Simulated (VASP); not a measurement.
Here is a VASP 6.6.1 calculation.

Contents of INCAR:

```
SYSTEM = ZrB2
PREC = Accurate
ENCUT = 520
EDIFF = 1E-7
ISMEAR = 0
SIGMA = 0.15
LREAL = .False.
LASPH = .True.
NELM = 100
ALGO = Normal
ISIF = 2
LWAVE = .False.
LCHARG = .False.
GGA = CA
NBANDS = 16
```

The input KPOINTS:

```
regular mesh
0
Gamma
  18 18 12
  0 0 0
```

Contents of POSCAR:

```
ZrB2
1.0
    3.3722624615      0.0000000000      0.0000000000
   -1.6861312308      2.9204649599      0.0000000000
    0.0000000000      0.0000000000      3.1308084693
Zr B
1 2
Direct
    0.0000000000      0.0000000000      0.0000000000
    0.3333333333      0.6666666667      0.5000000000
    0.6666666667      0.3333333333      0.5000000000
```

Potentials or basis: VASP PAW LDA potentials, release 64 (Zr_sv, B).

The run is started by

```sh
$ cat potpaw_LDA.64/Zr_sv/POTCAR potpaw_LDA.64/B/POTCAR > POTCAR
$ mpirun -np 1 vasp_std > vasp.out
```

Problem. Predict the pressure.

Solution. -8.7 GPa.

Problem. Estimate the band gap on the k mesh.

Solution. Zero (bands 9 and 10 overlap by 1.66 eV).

Stress tensor (GPa, compression positive):
```
-27.70   0.00   0.00
  0.00 -27.70   0.00
  0.00   0.00  29.34
```

Caveat: the stress differs along the axes, from -28 to 29 GPa.
